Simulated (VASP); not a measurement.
# Ge (Cmcm) in VASP: further runs

Ge is run at these levels: PBEsol+D3(BJ); tasks: single point.

All numbers are computed with VASP 6.6.1; they aren't measurements. Logs are shortened: lines on timing, memory, paths and dates and some standing lists are left out, and cuts for length are marked.

### 1 The cell of the first run

The structure is orthorhombic, space group Cmcm (No. 63). The conventional cell has a = 2.883 Å, b = 5.027 Å, c = 5.038 Å, α = 90.00°, β = 90.00°, γ = 90.00°. Within 3.8 Å of Ge (site symmetry m2m) lie 12 Ge at 2.88 to 3.02 Å.

This isn't the form of Ge at room conditions, which is diamond.

### 2 Single point, PBEsol+D3(BJ)

INCAR reads:

```
SYSTEM = Ge
  PREC = Accurate
  ENCUT = 520
  EDIFF = 1E-6
  ISMEAR = 0
  SIGMA = 0.15
  LREAL = .False.
  LASPH = .True.
  NELM = 100
  ALGO = Fast
  ISIF = 2
  LWAVE = .False.
  LCHARG = .True.
  GGA = PS
  IVDW = 12
  LELF = .True.
  LVHAR = .True.
  NBANDS = 21
```

KPOINTS reads:

```
regular mesh
0
Gamma
  20 20 12
  0 0 0
```

POSCAR reads:

```
Ge
1.0
    1.4415204776     -2.5135518656      0.0000000000
    1.4415204776      2.5135518656      0.0000000000
    0.0000000000      0.0000000000      5.0377366484
Ge
2
Direct
    0.6665533700      0.3334466300      0.2500000000
    0.3334466300      0.6665533700      0.7500000000
```

Potentials or basis: VASP PAW PBE potentials, release 64 (Ge_d).

Command:

```sh
$ cat potpaw_PBE.64/Ge_d/POTCAR > POTCAR
$ mpirun -np 1 vasp_std > vasp.out
```

OUTCAR:

```text
SYSTEM = Ge
   PREC = Accurate
   ENCUT = 520
   EDIFF = 1E-6
   ISMEAR = 0
   LREAL = .False.
   LASPH = .True.
   NELM = 100
   ISIF = 2
   GGA = PS
   IVDW = 12
 IVDW          = 12

 ion  position               nearest neighbor table
   1  0.667  0.333  0.250-
   2  0.333  0.667  0.750-

  LATTYP: Found a base centered orthorhombic cell.
 ALAT       =     2.8830409552
 B/A-ratio  =     1.7436809984
 C/A-ratio  =     1.7473690893

  Lattice vectors:

 A1 = (   1.4415204776,  -2.5135518656,   0.0000000000)
 A2 = (   1.4415204776,   2.5135518656,   0.0000000000)
 A3 = (   0.0000000000,   0.0000000000,   5.0377366484)

Analysis of symmetry for initial positions (statically):
=====================================================================
 Subroutine PRICEL returns:
 Original cell was already a primitive cell.

 Routine SETGRP: Setting up the symmetry group for a
 base centered orthorhombic supercell.

 Subroutine GETGRP returns: Found  8 space group operations
 (whereof  4 operations were pure point group operations)
 out of a pool of  8 trial point group operations.

The static configuration has the point symmetry C_2h.
 The point group associated with its full space group is D_2h.

Analysis of symmetry for dynamics (positions and initial velocities):
=====================================================================
 Subroutine PRICEL returns:
 Original cell was already a primitive cell.

 Routine SETGRP: Setting up the symmetry group for a
 base centered orthorhombic supercell.

 Subroutine GETGRP returns: Found  8 space group operations
 (whereof  4 operations were pure point group operations)
 out of a pool of  8 trial point group operations.

The dynamic configuration has the point symmetry C_2h.
 The point group associated with its full space group is D_2h.

 Subroutine INISYM returns: Found  8 space group operations
 (whereof  4 operations are pure point group operations),
 and found     1 'primitive' translations

----------------------------------------------------------------------------------------

                                     Primitive cell

  volume of cell :      36.5068

  direct lattice vectors                    reciprocal lattice vectors
     1.441520478 -2.513551866  0.000000000     0.346855981 -0.198921696  0.000000000
     1.441520478  2.513551866  0.000000000     0.346855981  0.198921696  0.000000000
     0.000000000  0.000000000  5.037736648     0.000000000  0.000000000  0.198501841

  length of vectors
[... 81 lines left out ...]
   NELM   =    100;   NELMIN=  2; NELMDL= -5     # of ELM steps
   EDIFF  = 0.1E-05   stopping-criterion for ELM
   LREAL  =      F    real-space projection
   EDIFFG = 0.1E-04   stopping-criterion for IOM
   NSW    =      0    number of steps for IOM
   IBRION =     -1    ionic relax: 0-MD 1-quasi-New 2-CG
   NFREE  =      0    steps in history (QN), initial steepest desc. (CG)
   ISIF   =      2    stress and relaxation
   ISYM   =      2    0-nonsym 1-usesym 2-fastsym
   POTIM  = 0.5000    time-step for ionic-motion
   TEBEG  =    0.0;   TEEND  =   0.0 temperature during run
   PSTRESS=    0.0 pullay stress
   NELECT =      28.0000    total number of electrons
   NUPDOWN=      -1.0000    fix difference up-down
   EMIN   =  10.00;   EMAX   =-10.00  energy-range for DOS
   EFERMI =   0.00;   METHOD = LEGACY
   ISMEAR =     0;   SIGMA  =   0.15  broadening in eV -4-tet -1-fermi 0-gaus
   EFERMI_NEDOS =   21; number of points for ismear=-14 and -15
   IALGO  =     68    algorithm
   IMIX   =      4    mixing-type and parameters
     AMIX     =   0.40;   BMIX     =  1.00
     AMIX_MAG =   1.60;   BMIX_MAG =  1.00
  volume/ion in A,a.u.               =      18.25       123.18
  Fermi-wavevector in a.u.,A,eV,Ry     =   1.498544  2.831837 30.553703  2.245634
  Thomas-Fermi vector in A             =   2.610289
   LORBIT       =      0    0 simple, 1 ext, 2 COOP (PROOUT), +10 PAW based schemes
   GGA     = PS    functional components
   LHFCALC =     F    Hartree Fock is set to
   AEXX    =    0.0000 exact exchange contribution
   IVDW    =    12    specifies the selected vdW correction
   LEPSILON=     F    determine dielectric tensor
   LRPA    =     F    only Hartree local field effects (RPA)
 non-spin polarized calculation
 RMM-DIIS sequential band-by-band and
 Gauss-broadening in eV      SIGMA  =   0.15
  energy-cutoff  :      520.00
  volume of cell :       36.51
 maximum number of plane-waves:      1006
 NGX is ok and might be reduce to    24

 number of electron      27.9999978 magnetization

 Free energy of the ion-electron system (eV)
  ---------------------------------------------------
  ext. energy  EPLUGINS =         0.00000000
  ---------------------------------------------------
  free energy    TOTEN  =        -9.32391567 eV

  energy without entropy =       -9.31389231  energy(sigma->0) =       -9.31890399

 E-fermi :   7.0208     XC(G=0): -11.6021

 val. band max:        7.0192464505   @ k =   0.5000   0.2500   0.2500
 cond. band min:       7.0235545989   @ k =  -0.4000   0.3000   0.2500
 fundamental gap:      0.0043081485
 Fermi energy:         7.0207885701

 k-point     1 :       0.0000    0.0000    0.0000
  band No.  band energies     occupation
      1     -17.6651      2.00000
      2     -17.6581      2.00000
      3     -17.6483      2.00000
      4     -17.6436      2.00000
      5     -17.6418      2.00000
      6     -17.6373      2.00000
[... 565 lines left out ...]
     20      17.7937      0.00000
     21      20.4575      0.00000

 [... further k-points ...]

------------------------ aborting loop because EDIFF is reached ----------------------------------------

 Edisp (eV)   -0.67752

 E8    (eV) :    -0.4526

  FORCE on cell =-STRESS in cart. coord.  units (eV):
  Direction    XX          YY          ZZ          XY          YZ          ZX
  --------------------------------------------------------------------------------------
  -------------------------------------------------------------------------------------
  Total      -0.35166    -0.42246    -0.91148     0.00000    -0.00000     0.00000
  in kB     -15.43314   -18.54047   -40.00201     0.00000    -0.00000     0.00000
  external pressure =      -24.66 kB  Pullay stress =        0.00 kB

 VOLUME and BASIS-vectors are now :
 -----------------------------------------------------------------------------
  energy-cutoff  :      520.00
  volume of cell :       36.51
      direct lattice vectors                 reciprocal lattice vectors
     1.441520478 -2.513551866  0.000000000     0.346855981 -0.198921696  0.000000000
     1.441520478  2.513551866  0.000000000     0.346855981  0.198921696  0.000000000
     0.000000000  0.000000000  5.037736648     0.000000000  0.000000000  0.198501841

 POSITION                                       TOTAL-FORCE (eV/Angst)
 -----------------------------------------------------------------------------------
      1.44152     -0.83728      1.25943         0.000000      0.001382      0.000000
      1.44152      0.83728      3.77830         0.000000     -0.001382     -0.000000
 -----------------------------------------------------------------------------------
    total drift:                                0.000000     -0.000000      0.000000

  FREE ENERGIE OF THE ION-ELECTRON SYSTEM (eV)
  ---------------------------------------------------
  free  energy   TOTEN  =       -10.0014354774 eV

  energy  without entropy=       -9.9914121119  energy(sigma->0) =       -9.99642379
```

OSZICAR:

```text
N       E                     dE             d eps       ncg     rms          rms(c)
DAV:   1     0.172894760040E+03    0.17289E+03   -0.14205E+04 37683   0.383E+03
DAV:   2     0.138576860471E+02   -0.15904E+03   -0.15386E+03 32867   0.581E+02
DAV:   3    -0.874718931977E+01   -0.22605E+02   -0.22365E+02 36763   0.131E+02
DAV:   4    -0.935897639698E+01   -0.61179E+00   -0.61128E+00 37297   0.247E+01
DAV:   5    -0.936793254346E+01   -0.89561E-02   -0.89559E-02 36675   0.328E+00    0.173E+00
RMM:   6    -0.933606705556E+01    0.31865E-01   -0.29654E-02 40861   0.216E+00    0.945E-01
RMM:   7    -0.932425490769E+01    0.11812E-01   -0.20407E-02 41142   0.140E+00    0.908E-02
RMM:   8    -0.932385666263E+01    0.39825E-03   -0.24029E-03 42503   0.722E-01    0.516E-02
RMM:   9    -0.932390568283E+01   -0.49020E-04   -0.45206E-04 43060   0.201E-01    0.185E-02
RMM:  10    -0.932391365490E+01   -0.79721E-05   -0.98165E-05 43052   0.140E-01    0.332E-03
RMM:  11    -0.932391517932E+01   -0.15244E-05   -0.32049E-05 45691   0.577E-02    0.506E-03
RMM:  12    -0.932391567219E+01   -0.49288E-06   -0.63275E-06 33091   0.323E-02
   1 F= -.10001435E+02 E0= -.99964238E+01  d E =-.100234E-01
```

Wall time 16 min (1 thread of Oxide Virtual Turin-like, shared host); peak memory 0.51 GiB.

Results:

```yaml
Free_energy: -10.0014 eV
Pressure: -2.5 GPa
Band_gap_on_the_k_mesh: zero (bands 14 and 15 overlap by 10.70 eV)
Dispersion_energy_per_atom: -0.339 eV
```

Caveat: the PAW data sets were made with another functional, which shifts forces and pressure a little.

### 3 Single point, PBEsol+D3(BJ)

This run uses another cell than the first one, of the same volume but with other edges.

INCAR reads:

```
SYSTEM = Ge
PREC = Accurate
ENCUT = 520
EDIFF = 1E-6
ISMEAR = 0
SIGMA = 0.15
LREAL = .False.
LASPH = .True.
NELM = 100
ALGO = Fast
ISIF = 2
LWAVE = .False.
LCHARG = .False.
GGA = PS
IVDW = 12
NBANDS = 21
```

KPOINTS reads:

```
Automatic mesh
0
Gamma
  20 20 12
  0 0 0
```

POSCAR reads:

```
Ge
1.0
    1.5084397450     -2.6302377206      0.0000000000
    1.5084397450      2.6302377206      0.0000000000
    0.0000000000      0.0000000000      4.6006708077
Ge
2
Direct
    0.6665533700      0.3334466300      0.2500000000
    0.3334466300      0.6665533700      0.7500000000
```

Potentials or basis: VASP PAW PBE potentials, release 64 (Ge_d).

Command:

```sh
$ cat potpaw_PBE.64/Ge_d/POTCAR > POTCAR
$ mpirun -np 1 vasp_std > vasp.out
```

Run time: 13 min. Hardware: 1 thread of Oxide Virtual Turin-like, shared host; peak memory 0.5 GiB.

It converged, with:

```yaml
Free_energy: -9.9795 eV
Pressure: -2.0 GPa
Largest_force: 0.004 eV/Å
Band_gap_on_the_k_mesh: zero (bands 14 and 15 overlap by 9.28 eV)
Dispersion_energy_per_atom: -0.339 eV
```

Forces in eV/Å, atoms in the order of the input:
```
Ge   0.000  0.004  0.000
Ge   0.000 -0.004  0.000
```

Stress tensor (GPa, compression positive):
```
-3.46  0.00  0.00
 0.00 -3.63  0.00
 0.00  0.00  0.94
```

Levels at points of the mesh, in eV from the Fermi level:
```csv
k point,band 11,band 12,band 13,band 14,band 15,band 16,band 17,band 18
"(0.00, 0.00, 0.00)",-13.45,-7.03,-5.45,5.96,6.07,8.20,8.32,10.64
"(0.50, 0.00, 0.00)",-8.71,-7.31,-2.04,-0.96,-0.93,1.41,1.95,5.99
"(0.50, 0.50, 0.00)",-8.78,-7.35,-2.07,-1.02,-0.95,1.38,2.10,6.12
"(0.00, 0.00, 0.50)",-11.68,-11.68,2.53,2.53,7.21,7.21,7.32,7.32
"(0.50, 0.00, 0.50)",-7.17,-7.17,-5.02,-5.02,3.74,3.74,5.22,5.22
"(0.50, 0.50, 0.50)",-7.24,-7.24,-5.05,-5.05,3.88,3.88,5.27,5.27
```

Caveat: the PAW data sets were made with another functional, which shifts forces and pressure a little.

### 4 Single point, PBEsol+D3(BJ)

This run uses another cell than the first one, of the same volume but with other edges.

INCAR reads:

```
PREC = Accurate
ENCUT = 520
EDIFF = 1E-7
ISMEAR = 0
SIGMA = 0.15
LREAL = F
LASPH = T
NELM = 100
ALGO = Fast
ISIF = 2
LWAVE = F
LCHARG = F
GGA = PS
IVDW = 12
NBANDS = 21
```

KPOINTS reads:

```
regular mesh
0
Gamma
  20 20 12
```

POSCAR reads:

```
Ge
1.0
    1.4640478737     -2.5528324581      0.0000000000
    1.4640478737      2.5528324581      0.0000000000
    0.0000000000      0.0000000000      4.8838974542
Ge
2
Direct
    0.6665533700      0.3334466300      0.2500000000
    0.3334466300      0.6665533700      0.7500000000
```

Command:

```sh
$ cat potpaw_PBE.64/Ge_d/POTCAR > POTCAR
$ mpirun -np 1 vasp_std > vasp.out
```

Run time: 18 min. Hardware: 1 thread of Oxide Virtual Turin-like, shared host; peak memory 0.5 GiB.

The run converged. Its results:

```
Free energy                : -10.0071 eV
Pressure                   : -2.6 GPa
Band gap on the k mesh     : zero (bands 14 and 15 overlap by 10.11 eV)
Dispersion energy per atom : -0.339 eV
```

Forces on the atoms (eV/Å):
```
Ge   0.000  0.003  0.000
Ge   0.000 -0.003  0.000
```

Stress tensor (GPa, compression positive):
```
-2.62  0.00  0.00
 0.00 -2.68  0.00
 0.00  0.00 -2.41
```

Levels at points of the mesh, in eV from the Fermi level:
```csv
k point,band 11,band 12,band 13,band 14,band 15,band 16,band 17,band 18
"(0.00, 0.00, 0.00)",-13.48,-8.19,-5.82,7.20,7.32,9.06,9.09,9.21
"(0.50, 0.00, 0.00)",-8.30,-7.07,-2.72,-1.83,-0.95,1.29,2.83,6.79
"(0.50, 0.50, 0.00)",-8.38,-7.11,-2.77,-1.86,-1.02,1.25,2.99,6.94
"(0.00, 0.00, 0.50)",-11.92,-11.92,0.95,0.95,8.22,8.22,8.33,8.33
"(0.50, 0.00, 0.50)",-6.96,-6.96,-5.04,-5.04,4.35,4.35,4.61,4.61
"(0.50, 0.50, 0.50)",-7.04,-7.04,-5.07,-5.07,4.51,4.51,4.60,4.60
```

Caveat: the PAW data sets were made with another functional, which shifts forces and pressure a little.

### 5 Overview

| cell | further INCAR settings | gap on the mesh (eV) | pressure (GPa) |
| --- | --- | --- | --- |
| a = 2.898, b = 2.898, c = 5.038 Å, angles 90.0, 90.0, 120.3°, 2 atoms | ALGO = Fast; EDIFF = 1e-06; NBANDS = 21 | none | -2.5 |
| a = 3.032, b = 3.032, c = 4.601 Å, angles 90.0, 90.0, 120.3°, 2 atoms | ALGO = Fast; EDIFF = 1e-06; NBANDS = 21 | none | -2.0 |
| a = 2.943, b = 2.943, c = 4.884 Å, angles 90.0, 90.0, 120.3°, 2 atoms | ALGO = Fast; EDIFF = 1e-07; NBANDS = 21 | none | -2.6 |

Alike in all rows: task single point; level PBEsol+D3(BJ); potentials or basis VASP PAW PBE potentials, release 64 (Ge_d); no spin polarisation; k mesh 20 × 20 × 12; cutoff (eV) 520; smearing gaussian 0.15 eV.

Caveats: the PAW data sets were made with another functional, which shifts forces and pressure a little.

Total energies depend on the potentials used, so only differences within one code and one set of settings carry meaning.
